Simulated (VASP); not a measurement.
# Ru (Pm-3m) in VASP: further runs

Runs on Ru. Level: LDA. Tasks: single point.

Everything below comes from runs of VASP 6.6.1. Logs are shortened: lines on timing, memory, paths and dates and some standing lists are left out, and cuts for length are marked.

### Step 1. The cell of the first run

It takes space group Pm-3m (No. 221, cubic). The conventional cell has a = 2.361 Å, b = 2.361 Å, c = 2.361 Å, α = 90.00°, β = 90.00°, γ = 90.00°. Within 3.1 Å of Ru (site symmetry m-3m) lie 6 Ru at 2.36 Å.

### Step 2. Single point, LDA (volume scaled by 0.88)

INCAR reads:

```
ALGO = Normal ; EDIFF = 1E-7
ENCUT = 520 ; ISIF = 2
ISMEAR = -1 ; LASPH = T
LCHARG = F ; LREAL = F
LWAVE = F ; NBANDS = 13
NELM = 80 ; PREC = Accurate
SIGMA = 0.1
```

KPOINTS reads:

```
k-points
0
Gamma
  14 14 14
```

POSCAR reads:

```
Ru
1.0
    2.3614165702      0.0000000000      0.0000000000
    0.0000000000      2.3614165702      0.0000000000
    0.0000000000      0.0000000000      2.3614165702
Ru
1
Direct
    0.0000000000      0.0000000000      0.0000000000
```

Potentials or basis: VASP PAW LDA potentials, release 64 (Ru_pv).

On the command line:

```sh
cat potpaw_LDA.64/Ru_pv/POTCAR > POTCAR
mpirun -np 1 vasp_std > vasp.out
```

OUTCAR:

```text
EDIFF = 1E-7
   ENCUT = 520
   ISIF = 2
   ISMEAR = -1
   LASPH = T
   LREAL = F
   NELM = 80
   PREC = Accurate

 ion  position               nearest neighbor table
   1  0.000  0.000  0.000-

  LATTYP: Found a simple cubic cell.
 ALAT       =     2.3614165702

  Lattice vectors:

 A1 = (   2.3614165702,   0.0000000000,   0.0000000000)
 A2 = (   0.0000000000,   2.3614165702,   0.0000000000)
 A3 = (   0.0000000000,   0.0000000000,   2.3614165702)

Analysis of symmetry for initial positions (statically):
=====================================================================
 Subroutine PRICEL returns:
 Original cell was already a primitive cell.

 Routine SETGRP: Setting up the symmetry group for a
 simple cubic supercell.

 Subroutine GETGRP returns: Found 48 space group operations
 (whereof 48 operations were pure point group operations)
 out of a pool of 48 trial point group operations.

The static configuration has the point symmetry O_h .

Analysis of symmetry for dynamics (positions and initial velocities):
=====================================================================
 Subroutine PRICEL returns:
 Original cell was already a primitive cell.

 Routine SETGRP: Setting up the symmetry group for a
 simple cubic supercell.

 Subroutine GETGRP returns: Found 48 space group operations
 (whereof 48 operations were pure point group operations)
 out of a pool of 48 trial point group operations.

The dynamic configuration has the point symmetry O_h .

 Subroutine INISYM returns: Found 48 space group operations
 (whereof 48 operations are pure point group operations),
 and found     1 'primitive' translations

----------------------------------------------------------------------------------------

                                     Primitive cell

  volume of cell :      13.1679

  direct lattice vectors                    reciprocal lattice vectors
     2.361416570  0.000000000  0.000000000     0.423474626  0.000000000  0.000000000
     0.000000000  2.361416570  0.000000000     0.000000000  0.423474626  0.000000000
     0.000000000  0.000000000  2.361416570     0.000000000  0.000000000  0.423474626

  length of vectors
     2.361416570  2.361416570  2.361416570     0.423474626  0.423474626  0.423474626

  position of ions in fractional coordinates (direct lattice)
     0.000000000  0.000000000  0.000000000

  ion indices of the primitive-cell ions
   primitive index   ion index
                 1           1

----------------------------------------------------------------------------------------
[... 75 lines left out ...]
   NFREE  =      0    steps in history (QN), initial steepest desc. (CG)
   ISIF   =      2    stress and relaxation
   ISYM   =      2    0-nonsym 1-usesym 2-fastsym
   POTIM  = 0.5000    time-step for ionic-motion
   TEBEG  =    0.0;   TEEND  =   0.0 temperature during run
   PSTRESS=    0.0 pullay stress
   NELECT =      14.0000    total number of electrons
   NUPDOWN=      -1.0000    fix difference up-down
   EMIN   =  10.00;   EMAX   =-10.00  energy-range for DOS
   EFERMI =   0.00;   METHOD = LEGACY
   ISMEAR =    -1;   SIGMA  =   0.10  broadening in eV -4-tet -1-fermi 0-gaus
   EFERMI_NEDOS =   21; number of points for ismear=-14 and -15
   IALGO  =     38    algorithm
   IMIX   =      4    mixing-type and parameters
     AMIX     =   0.40;   BMIX     =  1.00
     AMIX_MAG =   1.60;   BMIX_MAG =  1.00
  volume/ion in A,a.u.               =      13.17        88.86
  Fermi-wavevector in a.u.,A,eV,Ry     =   1.670879  3.157503 37.985226  2.791835
  Thomas-Fermi vector in A             =   2.756299
   LORBIT       =      0    0 simple, 1 ext, 2 COOP (PROOUT), +10 PAW based schemes
   GGA     = CA    functional components
   LHFCALC =     F    Hartree Fock is set to
   AEXX    =    0.0000 exact exchange contribution
   IVDW    =     0    specifies the selected vdW correction
   LEPSILON=     F    determine dielectric tensor
   LRPA    =     F    only Hartree local field effects (RPA)
 non-spin polarized calculation
  energy-cutoff  :      520.00
  volume of cell :       13.17
 maximum number of plane-waves:       368
 NGX is ok and might be reduce to    18
   NGX =  9   NGY =  9   NGZ =  9

 number of electron      13.9999988 magnetization

 Free energy of the ion-electron system (eV)
  ---------------------------------------------------
  ext. energy  EPLUGINS =         0.00000000
  ---------------------------------------------------
  free energy    TOTEN  =        -9.24980751 eV

  energy without entropy =       -9.20997595  energy(sigma->0) =       -9.22989173

 E-fermi :  13.5972     XC(G=0): -14.4005

 val. band max:       13.5961750706   @ k =   0.5000   0.2143   0.2143
 cond. band min:      13.6209219654   @ k =   0.2857   0.2143   0.0000
 fundamental gap:      0.0247468948
 Fermi energy:        13.5972164541

 k-point     1 :       0.0000    0.0000    0.0000
  band No.  band energies     occupation
      1     -28.6954      2.00000
      2     -28.6954      2.00000
      3     -28.6954      2.00000
      4       5.3195      2.00000
      5       6.7368      2.00000
      6       6.7368      2.00000
      7      15.7892      0.00000
      8      15.7892      0.00000
      9      15.7892      0.00000
     10      23.9103      0.00000
     11      31.5576      0.00000
     12      31.5576      0.00000
     13      31.5576      0.00000
[... 354 lines left out ...]
  band No.  band energies     occupation
      1     -30.1232      2.00000
      2     -29.2782      2.00000
      3     -28.4922      2.00000
      4       7.9657      2.00000
      5       8.6007      2.00000
      6      10.7986      2.00000
      7      13.0275      1.99331
      8      14.6198      0.00007
      9      14.6381      0.00006
     10      23.9067      0.00000
     11      24.3970      0.00000
     12      30.7755      0.00000
     13      33.4496      0.00000

 [... further k-points ...]
[... 5 lines left out ...]
  --------------------------------------------------------------------------------------
  -------------------------------------------------------------------------------------
  Total        3.8659142      3.8659142      3.8659142     -0.0000000     -0.0000000      0.0000000
  in kB      470.3758018    470.3758018    470.3758018     -0.0000000     -0.0000000      0.0000000
  external PRESSURE =     470.3758018 kB  Pullay stress =       0.0000000 kB

 VOLUME and BASIS-vectors are now :
 -----------------------------------------------------------------------------
  energy-cutoff  :      520.00
  volume of cell :       13.17
      direct lattice vectors                 reciprocal lattice vectors
     2.361416570  0.000000000  0.000000000     0.423474626  0.000000000  0.000000000
     0.000000000  2.361416570  0.000000000     0.000000000  0.423474626  0.000000000
     0.000000000  0.000000000  2.361416570     0.000000000  0.000000000  0.423474626

 POSITION                                       TOTAL-FORCE (eV/Angst)
 -----------------------------------------------------------------------------------
      0.00000      0.00000      0.00000         0.000000      0.000000      0.000000
 -----------------------------------------------------------------------------------
    total drift:                               -0.000000      0.000000      0.000000

  FREE ENERGIE OF THE ION-ELECTRON SYSTEM (eV)
  ---------------------------------------------------
  free  energy   TOTEN  =        -9.2498075123 eV

  energy  without entropy=       -9.2099759468  energy(sigma->0) =       -9.22989173
```

OSZICAR:

```text
N       E                     dE             d eps       ncg     rms          rms(c)
DAV:   1     0.108575084395E+03    0.10858E+03   -0.84639E+03  3152   0.116E+03
DAV:   2    -0.832677440352E+01   -0.11690E+03   -0.11158E+03  3430   0.327E+02
DAV:   3    -0.959012478461E+01   -0.12634E+01   -0.12588E+01  3605   0.380E+01
DAV:   4    -0.959395138807E+01   -0.38266E-02   -0.38264E-02  3345   0.224E+00
DAV:   5    -0.959397703592E+01   -0.25648E-04   -0.25648E-04  3590   0.166E-01    0.166E+01
DAV:   6    -0.928411651133E+01    0.30986E+00   -0.47070E-01  3175   0.869E+00    0.697E+00
DAV:   7    -0.925311020644E+01    0.31006E-01   -0.44964E-02  3360   0.244E+00    0.201E+00
DAV:   8    -0.924989287077E+01    0.32173E-02   -0.51781E-03  3265   0.971E-01    0.214E-01
DAV:   9    -0.924980713419E+01    0.85737E-04   -0.40559E-05  3415   0.844E-02    0.132E-02
DAV:  10    -0.924980750224E+01   -0.36805E-06   -0.33560E-06  3395   0.224E-02    0.165E-03
DAV:  11    -0.924980751226E+01   -0.10020E-07   -0.11246E-07  2296   0.454E-03
   1 F= -.92498075E+01 E0= -.92298917E+01  d E =-.398316E-01
```

stdout:

```text
POSCAR found type information on POSCAR Ru
 POSCAR found :  1 types and       1 ions
 scaLAPACK will be used
 LDA part: xc-table for (Slater(with rela. corr.)+CA(PZ))
 , standard interpolation
 POSCAR, INCAR and KPOINTS ok, starting setup
 FFT: planning ... GRIDC
 FFT: planning ... GRID_SOFT
 FFT: planning ... GRID
 WAVECAR not read
 entering main loop
```

Wall time 17 s (1 thread of Intel Xeon 8259CL, shared host); peak memory 0.13 GiB.

What came out:

```
Free energy            : -9.2498 eV
Pressure               : 47.0 GPa
Band gap on the k mesh : zero (band 7 reaches 18.56 eV, above the bottom of band 8 at 12.59 eV)
```

Levels at points of the mesh, in eV from the Fermi level:
```tsv
k point	band 3	band 4	band 5	band 6	band 7	band 8	band 9	band 10	band 11	band 12
(0.00, 0.00, 0.00)	-42.29	-8.28	-6.86	-6.86	2.19	2.19	2.19	10.31	17.96	17.96
(0.50, 0.00, 0.00)	-42.12	-5.88	-5.33	-1.36	-1.36	-0.53	2.55	9.24	10.32	16.43
(0.50, 0.50, 0.00)	-41.96	-7.96	-4.46	-0.65	-0.65	4.72	6.36	6.36	10.31	15.54
(0.50, 0.50, 0.50)	-43.63	-6.22	-6.22	-6.22	4.96	4.96	8.50	10.31	14.89	14.89
```

### Step 3. Single point, LDA (volume scaled by 0.92)

INCAR reads:

```
ALGO = Normal ; EDIFF = 1E-6
ENCUT = 520 ; ISIF = 2
ISMEAR = -1 ; LASPH = T
LCHARG = T ; LELF = T
LREAL = F ; LVHAR = T
LWAVE = F ; NBANDS = 13
NELM = 80 ; PREC = Accurate
SIGMA = 0.1
```

KPOINTS is that of step 2.

POSCAR reads:

```
Ru
1.0
    2.3966667906      0.0000000000      0.0000000000
    0.0000000000      2.3966667906      0.0000000000
    0.0000000000      0.0000000000      2.3966667906
Ru
1
Direct
    0.0000000000      0.0000000000      0.0000000000
```

Potentials or basis: VASP PAW LDA potentials, release 64 (Ru_pv).

On the command line:

```sh
cat potpaw_LDA.64/Ru_pv/POTCAR > POTCAR
mpirun -np 1 vasp_std > vasp.out
```

Wall time 17 s (1 thread of Intel Xeon 8259CL, shared host); peak memory 0.13 GiB.

Results (log left out):

```yaml
Free_energy: -9.3895 eV
Pressure: 28.3 GPa
Band_gap_on_the_k_mesh: zero (band 7 reaches 17.39 eV, above the bottom of band 8 at 11.84 eV)
```

Levels at points of the mesh, in eV from the Fermi level:
```
           k point  band 4  band 5  band 6  band 7  band 8  band 9  band 10  band 11
(0.00, 0.00, 0.00)   -8.01   -6.46   -6.46    2.05    2.05    2.05    10.35    17.61
(0.50, 0.00, 0.00)   -5.54   -5.11   -1.26   -1.26   -0.46    2.38     8.75    10.35
(0.50, 0.50, 0.00)   -7.46   -4.24   -0.60   -0.60    4.41    6.17     6.17    10.35
(0.50, 0.50, 0.50)   -5.82   -5.82   -5.82    4.64    4.64    8.71    10.35    14.26
```
